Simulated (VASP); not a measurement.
A run of VASP 6.6.1 is set up as follows.

INCAR

```
SYSTEM = Si
PREC     = Accurate       ! precision mode
ENCUT    = 520            ! plane-wave cutoff, eV
EDIFF    = 1E-6           ! SCF threshold, eV
ISMEAR   = -1             ! smearing method
SIGMA    = 0.02           ! smearing width, eV
LREAL    = Auto         
LASPH    = .True.         ! aspherical terms in the spheres
NELM     = 60             ! most SCF steps
ALGO     = Normal         ! electronic algorithm
ISIF     = 2              ! what is computed and relaxed
LWAVE    = .False.        ! write WAVECAR
LCHARG   = .True.         ! write CHGCAR
GGA      = PE             ! functional
LELF     = .True.         ! ELF
LVHAR    = .True.       
NBANDS   = 48             ! bands
```

File KPOINTS:

```
regular mesh
0
Gamma
  2 2 2
  0 0 0
```

Contents of POSCAR:

```
Si
1.0
    0.0000000000      5.4300000000      5.4300000000
    5.4300000000      0.0000000000      5.4300000000
    5.4300000000      5.4300000000      0.0000000000
Si
17
Direct
    0.0181927792      0.0180810639     -0.0399063501
    0.1310654323      0.1308795502      0.1084825032
   -0.0254725832     -0.0257301382      0.4758163760
    0.1020452421      0.1021443364      0.6015229111
    0.0037376305      0.5020282684      0.0036524056
    0.1336452236      0.6238206871      0.1240773727
    0.0177984584      0.4607335579      0.5181427312
    0.1315522590      0.6071056284      0.6324446703
    0.5022017453      0.0035962543      0.0035518954
    0.6238091396      0.1336256213      0.1239998370
    0.4606336512      0.0177659645      0.5182208183
    0.6073323391      0.1312889148      0.6323665519
    0.5084468164      0.5083963951      0.0085567500
    0.6323667139      0.6322488138      0.1329334496
    0.5028213093      0.5025480045      0.5043907277
    0.6242463321      0.6241802540      0.6336223996
    0.8372736112      0.8375116236      0.3361114507
```

Potentials or basis: VASP PAW PBE potentials, release 64 (Si).

Launch:

```bash
$ cat potpaw_PBE.64/Si/POTCAR > POTCAR
$ mpirun -np 1 vasp_std > vasp.out
```

Task: Predict the largest force.

Result: 0.031 eV/Å.

Task: Predict the pressure.

Result: 4.4 GPa.

Task: What does it give for the band gap on the k mesh?

Result: Zero (bands 34 and 35 overlap by 0.08 eV).

Forces in eV/Å, atoms in the order of the input:
```
Si  -0.015 -0.015 -0.010
Si   0.010  0.008  0.003
Si  -0.006 -0.009  0.011
Si   0.017  0.017  0.015
Si  -0.005 -0.012  0.003
Si   0.000  0.021  0.014
Si  -0.007 -0.001 -0.007
Si  -0.007 -0.015  0.000
Si  -0.011 -0.005  0.001
Si   0.022  0.001  0.016
Si  -0.003 -0.009 -0.008
Si  -0.012 -0.006  0.002
Si  -0.019 -0.019 -0.016
Si   0.019  0.021  0.012
Si  -0.001 -0.004 -0.008
Si   0.009  0.011 -0.007
Si   0.008  0.015 -0.022
```

Caveat: the k points lie up to 0.50 Å⁻¹ apart.
